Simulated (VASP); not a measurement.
# CoSi2 (Fm-3m) in VASP: single point with PBEsol

Aim: the single point of CoSi2 with PBEsol.

Program: VASP 6.6.1. These are calculated values, not measurements. Logs are shortened: lines on timing, memory, paths and dates and some standing lists are left out, and cuts for length are marked.

### Step 1. The cell of the first run

The structure is cubic, space group Fm-3m (No. 225). The conventional cell has a = 5.436 Å, b = 5.436 Å, c = 5.436 Å, α = 90.00°, β = 90.00°, γ = 90.00°. Within 3.1 Å of Co (site symmetry m-3m) lie 8 Si at 2.35 Å. Si (site symmetry -43m) has 4 Co at 2.35 Å and 6 Si at 2.72 Å within 3.1 Å.

### Step 2. Single point, PBEsol, collinear spin, ferromagnetic start (13.38 Å³/atom)

Contents of INCAR:

```
ALGO = Normal
EDIFF = 1E-7
ENCUT = 520
GGA = PS
ISIF = 2
ISMEAR = -1
ISPIN = 2
LASPH = T
LCHARG = T
LELF = T
LMAXMIX = 4
LORBIT = 11
LREAL = F
LVHAR = T
LWAVE = F
MAGMOM = 2 0 0
NBANDS = 20
NELM = 150
PREC = Accurate
SIGMA = 0.05
```

Contents of KPOINTS:

```
k-points
0
Gamma
  11 11 11
```

Contents of POSCAR:

```
CoSi2
1.0
    0.0000000000      2.7178001008      2.7178001008
    2.7178001008      0.0000000000      2.7178001008
    2.7178001008      2.7178001008      0.0000000000
Co Si
1 2
Direct
    0.0000000000      0.0000000000      0.0000000000
    0.2500000000      0.2500000000      0.2500000000
    0.7500000000      0.7500000000      0.7500000000
```

Potentials or basis: VASP PAW PBE potentials, release 64 (Co, Si).

The run is started by

```
> cat potpaw_PBE.64/Co/POTCAR potpaw_PBE.64/Si/POTCAR > POTCAR
> mpirun -np 1 vasp_std > vasp.out
```

OUTCAR:

```text
EDIFF = 1E-7
   ENCUT = 520
   GGA = PS
   ISIF = 2
   ISMEAR = -1
   ISPIN = 2
   LASPH = T
   LORBIT = 11
   LREAL = F
   NELM = 150
   PREC = Accurate

 ion  position               nearest neighbor table
   1  0.000  0.000  0.000-   3 2.35   3 2.35   3 2.35   2 2.35   3 2.35   2 2.35   2 2.35   2 2.35

   2  0.250  0.250  0.250-   1 2.35   1 2.35   1 2.35   1 2.35   3 2.72   3 2.72   3 2.72   3 2.72
                             3 2.72   3 2.72
   3  0.750  0.750  0.750-   1 2.35   1 2.35   1 2.35   1 2.35   2 2.72   2 2.72   2 2.72   2 2.72
                             2 2.72   2 2.72

  LATTYP: Found a face centered cubic cell.
 ALAT       =     5.4356002016

  Lattice vectors:

 A1 = (   0.0000000000,   2.7178001008,   2.7178001008)
 A2 = (   2.7178001008,   0.0000000000,   2.7178001008)
 A3 = (   2.7178001008,   2.7178001008,   0.0000000000)

Analysis of symmetry for initial positions (statically):
=====================================================================
 Subroutine PRICEL returns:
 Original cell was already a primitive cell.

 Routine SETGRP: Setting up the symmetry group for a
 face centered cubic supercell.

 Subroutine GETGRP returns: Found 48 space group operations
 (whereof 48 operations were pure point group operations)
 out of a pool of 48 trial point group operations.

The static configuration has the point symmetry O_h .

Analysis of symmetry for dynamics (positions and initial velocities):
=====================================================================
 Subroutine PRICEL returns:
 Original cell was already a primitive cell.

 Routine SETGRP: Setting up the symmetry group for a
 face centered cubic supercell.

 Subroutine GETGRP returns: Found 48 space group operations
 (whereof 48 operations were pure point group operations)
 out of a pool of 48 trial point group operations.

The dynamic configuration has the point symmetry O_h .

Analysis of structural, dynamic, and magnetic symmetry:
=====================================================================
 Subroutine PRICEL returns:
 Original cell was already a primitive cell.

 Routine SETGRP: Setting up the symmetry group for a
 face centered cubic supercell.

 Subroutine GETGRP returns: Found 48 space group operations
 (whereof 48 operations were pure point group operations)
 out of a pool of 48 trial point group operations.

The overall configuration has the point symmetry O_h .

 Subroutine INISYM returns: Found 48 space group operations
 (whereof 48 operations are pure point group operations),
 and found     1 'primitive' translations

----------------------------------------------------------------------------------------

                                     Primitive cell

  volume of cell :      40.1497

  direct lattice vectors                    reciprocal lattice vectors
     0.000000000  2.717800101  2.717800101    -0.183972324  0.183972324  0.183972324
     2.717800101  0.000000000  2.717800101     0.183972324 -0.183972324  0.183972324
     2.717800101  2.717800101  0.000000000     0.183972324  0.183972324 -0.183972324

  length of vectors
     3.843549762  3.843549762  3.843549762     0.318649412  0.318649412  0.318649412

  position of ions in fractional coordinates (direct lattice)
     0.000000000  0.000000000  0.000000000
     0.250000000  0.250000000  0.250000000
     0.750000000  0.750000000  0.750000000

  ion indices of the primitive-cell ions
   primitive index   ion index
                 1           1
                 2           2
                 3           3

----------------------------------------------------------------------------------------

 KPOINTS: k-points

Automatic generation of k-mesh.
 Grid dimensions read from file:
 generate k-points for:   11   11   11

 Generating k-lattice:

  Cartesian coordinates                     Fractional coordinates (reciprocal lattice)
    -0.016724757  0.016724757  0.016724757     0.090909091  0.000000000  0.000000000
     0.016724757 -0.016724757  0.016724757     0.000000000  0.090909091  0.000000000
     0.016724757  0.016724757 -0.016724757     0.000000000  0.000000000  0.090909091

  Length of vectors
     0.028968128  0.028968128  0.028968128

  Shift w.r.t. Gamma in fractional coordinates (k-lattice)
     0.000000000  0.000000000  0.000000000

 Subroutine IBZKPT returns following result:
 ===========================================

 Found     56 irreducible k-points:

 Following reciprocal coordinates:
            Coordinates               Weight
  0.000000  0.000000  0.000000      1.000000
  0.090909  0.000000  0.000000      8.000000
  0.181818  0.000000  0.000000      8.000000
  0.272727  0.000000  0.000000      8.000000
  0.363636  0.000000  0.000000      8.000000
  0.454545  0.000000  0.000000      8.000000
[... 16 lines left out ...]
 -0.272727  0.181818  0.000000     24.000000
 -0.181818  0.181818  0.000000     12.000000
 [... further k-points ...]
   k-points           NKPTS =     56   k-points in BZ     NKDIM =     56   number of bands    NBANDS=     20
   number of dos      NEDOS =    301   number of ions     NIONS =      3
   total plane-waves  NPLWV =  27000
   dimension x,y,z NGX =    30 NGY =   30 NGZ =   30
   dimension x,y,z NGXF=    60 NGYF=   60 NGZF=   60
   ions per type =               1   2
   NGX,Y,Z   is equivalent  to a cutoff of  12.98, 12.98, 12.98 a.u.
   NGXF,Y,Z  is equivalent  to a cutoff of  25.95, 25.95, 25.95 a.u.
 SYSTEM =  unknown system
   PREC   = accura    normal or accurate (medium, high low for compatibility)
   ISTART =      0    job   : 0-new  1-cont  2-samecut
   ICHARG =      2    charge: 1-file 2-atom 10-const
   ISPIN  =      2    spin polarized calculation?
   LNONCOLLINEAR =      F non collinear calculations
   LSORBIT =      F    spin-orbit coupling
   LASPH  =      T    aspherical Exc in radial PAW
   ENCUT  =  520.0 eV  38.22 Ry    6.18 a.u.   7.15  7.15  7.15*2*pi/ulx,y,z
   NELM   =    150;   NELMIN=  2; NELMDL= -5     # of ELM steps
   EDIFF  = 0.1E-06   stopping-criterion for ELM
   LREAL  =      F    real-space projection
   EDIFFG = 0.1E-05   stopping-criterion for IOM
   NSW    =      0    number of steps for IOM
   IBRION =     -1    ionic relax: 0-MD 1-quasi-New 2-CG
   NFREE  =      0    steps in history (QN), initial steepest desc. (CG)
   ISIF   =      2    stress and relaxation
   ISYM   =      2    0-nonsym 1-usesym 2-fastsym
   POTIM  = 0.5000    time-step for ionic-motion
   TEBEG  =    0.0;   TEEND  =   0.0 temperature during run
   PSTRESS=    0.0 pullay stress
   NELECT =      17.0000    total number of electrons
   NUPDOWN=      -1.0000    fix difference up-down
   EMIN   =  10.00;   EMAX   =-10.00  energy-range for DOS
   EFERMI =   0.00;   METHOD = LEGACY
   ISMEAR =    -1;   SIGMA  =   0.05  broadening in eV -4-tet -1-fermi 0-gaus
   EFERMI_NEDOS =   21; number of points for ismear=-14 and -15
   IALGO  =     38    algorithm
   IMIX   =      4    mixing-type and parameters
     AMIX     =   0.40;   BMIX     =  1.00
     AMIX_MAG =   1.60;   BMIX_MAG =  1.00
  volume/ion in A,a.u.               =      13.38        90.31
  Fermi-wavevector in a.u.,A,eV,Ry     =   1.229316  2.323071 20.561376  1.511218
  Thomas-Fermi vector in A             =   2.364208
   LORBIT       =     11    0 simple, 1 ext, 2 COOP (PROOUT), +10 PAW based schemes
   GGA     = PS    functional components
   LHFCALC =     F    Hartree Fock is set to
   AEXX    =    0.0000 exact exchange contribution
   IVDW    =     0    specifies the selected vdW correction
   LEPSILON=     F    determine dielectric tensor
   LRPA    =     F    only Hartree local field effects (RPA)
 spin polarized calculation
  energy-cutoff  :      520.00
  volume of cell :       40.15
 maximum number of plane-waves:      1092
 NGX is ok and might be reduce to    30
   NGX = 15   NGY = 15   NGZ = 15

 number of electron      17.0000002 magnetization       0.0001004

 number of electron      17.0000002 magnetization      -0.0003737

 Free energy of the ion-electron system (eV)
  ---------------------------------------------------
  ext. energy  EPLUGINS =         0.00000000
  ---------------------------------------------------
  free energy    TOTEN  =       -20.88705933 eV

  energy without entropy =      -20.87814780  energy(sigma->0) =      -20.88260356

 E-fermi :   9.4087     XC(G=0): -11.6547

 val. band max:        9.4003044404   @ k =  -0.2727   0.2727   0.0000
 cond. band min:       9.4114261617   @ k =   0.3636   0.1818   0.0000
 fundamental gap:      0.0111217213
 Fermi energy:         9.4086926884

 spin component 1

 k-point     1 :       0.0000    0.0000    0.0000
  band No.  band energies     occupation
      1      -3.3691      1.00000
      2       5.5243      1.00000
      3       5.5243      1.00000
      4       5.5243      1.00000
      5       7.6479      1.00000
      6       7.6479      1.00000
[... 12 lines left out ...]
     19      19.5683      0.00000
     20      23.4278      0.00000

 k-point     2 :       0.0909    0.0000    0.0000
  band No.  band energies     occupation
      1      -3.2477      1.00000
      2       5.1980      1.00000
      3       5.5672      1.00000
      4       5.5672      1.00000
      5       7.6122      1.00000
      6       7.6122      1.00000
[... 12 lines left out ...]
     19      20.1194      0.00000
     20      23.8214      0.00000
[... 465 lines left out ...]
      3       4.9216      1.00000
      4       6.3597      1.00000
      5       6.9322      1.00000
      6       7.2702      1.00000
[... 12 lines left out ...]
     19      25.2672      0.00000
     20      26.0451      0.00000

 k-point    24 :      -0.1818    0.1818    0.0000
  band No.  band energies     occupation
      1      -2.0962      1.00000
      2       3.3938      1.00000
      3       5.1679      1.00000
      4       6.1455      1.00000
      5       7.0571      1.00000
      6       7.7484      1.00000
[... 12 lines left out ...]
     19      23.2572      0.00000
     20      25.0417      0.00000

 [... further k-points ...]

 spin component 2

 k-point     1 :       0.0000    0.0000    0.0000
  band No.  band energies     occupation
      1      -3.3691      1.00000
      2       5.5243      1.00000
      3       5.5243      1.00000
      4       5.5243      1.00000
      5       7.6477      1.00000
      6       7.6477      1.00000
[... 12 lines left out ...]
     19      19.5677      0.00000
     20      23.4277      0.00000

 k-point     2 :       0.0909    0.0000    0.0000
  band No.  band energies     occupation
      1      -3.2477      1.00000
      2       5.1980      1.00000
      3       5.5672      1.00000
      4       5.5672      1.00000
      5       7.6120      1.00000
      6       7.6120      1.00000
[... 12 lines left out ...]
     19      20.1189      0.00000
     20      23.8213      0.00000
[... 465 lines left out ...]
      3       4.9216      1.00000
      4       6.3597      1.00000
      5       6.9321      1.00000
      6       7.2702      1.00000
[... 12 lines left out ...]
     19      25.2674      0.00000
     20      26.0450      0.00000

 k-point    24 :      -0.1818    0.1818    0.0000
  band No.  band energies     occupation
      1      -2.0961      1.00000
      2       3.3939      1.00000
      3       5.1679      1.00000
      4       6.1455      1.00000
      5       7.0569      1.00000
      6       7.7482      1.00000
[... 12 lines left out ...]
     19      23.2573      0.00000
     20      25.0414      0.00000

 [... further k-points ...]
[... 5 lines left out ...]
  --------------------------------------------------------------------------------------
  -------------------------------------------------------------------------------------
  Total       -2.8584004     -2.8584004     -2.8584004     -0.0000000     -0.0000000      0.0000000
  in kB     -114.0646622   -114.0646622   -114.0646622     -0.0000000     -0.0000000      0.0000000
  external PRESSURE =    -114.0646622 kB  Pullay stress =       0.0000000 kB

 VOLUME and BASIS-vectors are now :
 -----------------------------------------------------------------------------
  energy-cutoff  :      520.00
  volume of cell :       40.15
      direct lattice vectors                 reciprocal lattice vectors
     0.000000000  2.717800101  2.717800101    -0.183972324  0.183972324  0.183972324
     2.717800101  0.000000000  2.717800101     0.183972324 -0.183972324  0.183972324
     2.717800101  2.717800101  0.000000000     0.183972324  0.183972324 -0.183972324

 POSITION                                       TOTAL-FORCE (eV/Angst)
 -----------------------------------------------------------------------------------
      0.00000      0.00000      0.00000         0.000000      0.000000      0.000000
      1.35890      1.35890      1.35890        -0.000000     -0.000000     -0.000000
      4.07670      4.07670      4.07670         0.000000      0.000000      0.000000
 -----------------------------------------------------------------------------------
    total drift:                                0.000000     -0.000000     -0.000000

  FREE ENERGIE OF THE ION-ELECTRON SYSTEM (eV)
  ---------------------------------------------------
  free  energy   TOTEN  =       -20.8870593258 eV

  energy  without entropy=      -20.8781477978  energy(sigma->0) =      -20.88260356

 total charge

# of ion       s       p       d       tot
------------------------------------------
    1        0.520   0.671   7.557   8.748
    2        0.719   0.842   0.000   1.561
    3        0.719   0.842   0.000   1.561
--------------------------------------------------
tot          1.957   2.355   7.557  11.870

 magnetization (x)

# of ion       s       p       d       tot
------------------------------------------
    1       -0.000  -0.000  -0.000  -0.000
    2        0.000   0.000   0.000   0.000
    3        0.000   0.000   0.000   0.000
--------------------------------------------------
tot          0.000   0.000  -0.000  -0.000
```

It took 1.7 min on 1 thread of Intel Xeon Platinum 8259CL at 2.50GHz (Skylake/Cascade Lake), shared host; peak memory 0.23 GiB.

What came out:

```
Free energy                                           : -20.8871 eV
Pressure                                              : -11.4 GPa
Net moment                                            : 0.00 μB per cell
Valence electrons inside the program's atomic spheres : Co 8.75; Si 1.56
```

Caveat: the cell stands under tension; the moments typed at the start vanished in this run; the PAW data sets were made with another functional, which shifts forces and pressure a little.
